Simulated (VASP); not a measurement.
**GePt: single point with PBE**

GePt:

```
CELL_PARAMETERS angstrom
5.71900 0.00000 0.00000
0.00000 3.69700 0.00000
0.00000 0.00000 6.08400
ATOMIC_POSITIONS crystal
Ge 0.18500 0.25000 0.59000
Ge 0.31500 0.75000 0.09000
Ge 0.68500 0.25000 0.91000
Ge 0.81500 0.75000 0.41000
Pt 0.99950 0.25000 0.19080
Pt 0.50050 0.75000 0.69080
Pt 0.49950 0.25000 0.30920
Pt 0.00050 0.77705 0.80920
```

```yaml
Program: VASP 6.6.1
Task: single point
Functional: PBE
Potentials_or_basis: VASP PAW PBE potentials, release 64 (Ge_d, Pt)
Cutoff: 520 eV
k_mesh: 6 × 10 × 6
Occupations: gaussian, width 0.05 eV
Spin: no spin polarisation
Dipole_correction: no
Further_INCAR_settings: ALGO = Normal; EDIFF = 1e-07; NBANDS = 58
```

```json
{
 "Pressure": "8.5 GPa",
 "Largest force": "0.749 eV/Å",
 "Band gap on the k mesh": "zero (bands 48 and 49 overlap by 1.38 eV)"
}
```

Forces on the atoms (eV/Å):
```
Ge  -0.003  0.551 -0.159
Ge   0.071  0.021 -0.088
Ge  -0.123  0.170  0.089
Ge   0.075 -0.012  0.087
Pt   0.104  0.182  0.026
Pt  -0.102 -0.134 -0.003
Pt   0.096 -0.040  0.008
Pt  -0.117 -0.738  0.040
```

Stress tensor (GPa, compression positive):
```
 8.72  0.21 -0.14
 0.21  8.57 -0.19
-0.14 -0.19  8.29
```

Levels at points of the mesh, in eV from the Fermi level:
```tsv
k point	band 44	band 45	band 46	band 47	band 48	band 49	band 50	band 51	band 52	band 53
(0.00, 0.00, 0.00)	-2.77	-2.52	-1.56	-1.43	-1.01	0.62	0.92	2.96	3.24	3.39
(0.50, 0.00, 0.00)	-2.74	-2.52	-2.50	0.02	0.03	1.24	1.28	2.25	2.27	3.91
(0.00, 0.50, 0.00)	-2.70	-2.63	-2.60	-1.72	-1.66	-0.19	-0.16	1.97	2.12	2.22
(0.50, 0.50, 0.00)	-2.94	-2.01	-1.98	-1.96	-1.93	0.51	0.61	0.62	0.72	4.14
(0.00, 0.00, 0.50)	-2.89	-1.90	-1.90	-0.05	-0.03	0.99	1.06	1.87	1.88	4.10
(0.50, 0.00, 0.50)	-2.90	-1.43	-1.42	0.68	0.68	1.80	1.82	2.57	2.58	2.81
(0.00, 0.50, 0.50)	-2.76	-2.58	-2.54	-2.27	-2.12	0.40	0.52	1.07	1.08	1.74
(0.50, 0.50, 0.50)	-3.02	-2.56	-2.55	-2.51	-2.50	2.45	2.47	2.48	2.51	2.92
```

Wall time 13 min on 1 thread of Intel(R) Xeon(R) 6975P-C (Granite Rapids), on a shared host, peak memory 0.99 GiB.

Caveat: the cell stands under pressure; spin-orbit coupling is left out, which moves the levels of the heavy elements.
